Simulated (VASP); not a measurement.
Here is a VASP 6.6.1 calculation.

Contents of INCAR:

```
SYSTEM = Ge
PREC     = Accurate       ! precision mode
ENCUT    = 520            ! plane-wave cutoff, eV
EDIFF    = 1E-6           ! SCF threshold, eV
ISMEAR   = -1             ! smearing method
SIGMA    = 0.1            ! smearing width, eV
LREAL    = .FALSE.        ! projectors in reciprocal space
LASPH    = .TRUE.         ! aspherical terms in the spheres
NELM     = 60             ! most SCF steps
ALGO     = Normal         ! electronic algorithm
ISIF     = 2              ! what is computed and relaxed
LWAVE    = .FALSE.        ! write WAVECAR
LCHARG   = .FALSE.        ! write CHGCAR
GGA      = CA             ! functional
NBANDS   = 21             ! bands
```

File KPOINTS:

```
regular mesh
0
G
  18 18 18
  0 0 0
```

POSCAR

```
Ge
1.0
   -2.4588466219      2.4588466219      1.3475010524
    2.4588466219     -2.4588466219      1.3475010524
    2.4588466219      2.4588466219     -1.3475010524
Ge
2
Direct
    0.2500000000      0.7500000000      0.5000000000
    0.5000000000      0.5000000000      0.0000000000
```

Potentials or basis: VASP PAW LDA potentials, release 64 (Ge_d).

Command:

```bash
$ cat potpaw_LDA.64/Ge_d/POTCAR > POTCAR
$ mpirun -np 1 vasp_std > vasp.out
```

Problem. Predict the pressure.

Solution. 9.9 GPa.

Problem. Estimate the band gap on the k mesh.

Solution. Zero (bands 14 and 15 overlap by 6.22 eV).

Caveat: the cell stands under pressure.
